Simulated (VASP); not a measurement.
## Zr3MoS: single point with PBE

The system is Zr3MoS.

```
Zr Mo S
1.0
     3.52443    0.00000    0.00000
     0.00000    3.52443    0.00000
     0.00000    0.00000    8.09809
Zr Mo S
3 1 1
Cartesian
  0.0000 0.0000 5.5617
  0.0000 0.0000 2.5364
  1.7622 1.7622 0.0000
  1.7622 1.7622 4.0490
  0.0000 0.0000 0.0000
```

The cell was built from a structure type or drawn by symmetry, and may not be a known phase.

```yaml
Program: VASP 6.6.1
Task: single point
Functional: PBE
Potentials_or_basis: VASP PAW PBE potentials, release 64 (Zr_sv, Mo_sv, S)
Cutoff: 520 eV
k_mesh: 4 × 4 × 4
Occupations: gaussian, width 0.1 eV
Spin: collinear spin
Starting_moments: "[0.0, 0.0, 0.0, 1.0, 0.0] μB"
```

The pressure is 0.1 GPa, the band gap on the k mesh is zero (filled and empty bands overlap) and the net moment is 0.00 μB per cell. The valence electrons inside the program's atomic spheres are Zr 9.80, 9.85 (each value once); Mo 12.41; S 3.83.

Forces on the atoms (eV/Å):
```
Zr   0.000  0.000  0.002
Zr   0.000  0.000 -0.002
Zr   0.000  0.000  0.000
Mo   0.000  0.000  0.000
S    0.000  0.000  0.000
```

Levels at points of the mesh, in eV from the Fermi level:
Spin up:
```
           k point  band 26  band 27  band 28  band 29  band 30  band 31
(0.00, 0.00, 0.00)    -0.12    -0.07     0.16     0.16     0.41     0.69
(0.50, 0.00, 0.00)    -0.99    -0.55     0.07     1.49     1.59     1.76
(0.50, 0.50, 0.00)    -0.91    -0.69    -0.32    -0.32     1.90     1.95
(0.00, 0.00, 0.50)    -0.07     0.25     0.25     0.27     0.27     0.28
(0.50, 0.00, 0.50)    -0.92    -0.67     0.26     0.94     1.16     2.38
(0.50, 0.50, 0.50)    -0.94    -0.94     0.21     0.21     1.92     2.13
```
Spin down:
| k point | band 26 | band 27 | band 28 | band 29 | band 30 | band 31 |
| --- | --- | --- | --- | --- | --- | --- |
| (0.00, 0.00, 0.00) | -0.12 | -0.07 | 0.16 | 0.16 | 0.41 | 0.69 |
| (0.50, 0.00, 0.00) | -0.99 | -0.55 | 0.07 | 1.49 | 1.59 | 1.76 |
| (0.50, 0.50, 0.00) | -0.91 | -0.69 | -0.32 | -0.32 | 1.90 | 1.95 |
| (0.00, 0.00, 0.50) | -0.07 | 0.25 | 0.25 | 0.27 | 0.27 | 0.28 |
| (0.50, 0.00, 0.50) | -0.92 | -0.67 | 0.26 | 0.94 | 1.16 | 2.38 |
| (0.50, 0.50, 0.50) | -0.94 | -0.94 | 0.21 | 0.21 | 1.92 | 2.13 |

Wall time 73 s on 1 thread of Intel(R) Xeon(R) 6975P-C (Granite Rapids), with other jobs on the host, peak memory 0.3 GiB.

Caveat: the k points lie up to 0.45 Å⁻¹ apart, too coarse for converged energies and pressures of a metal.
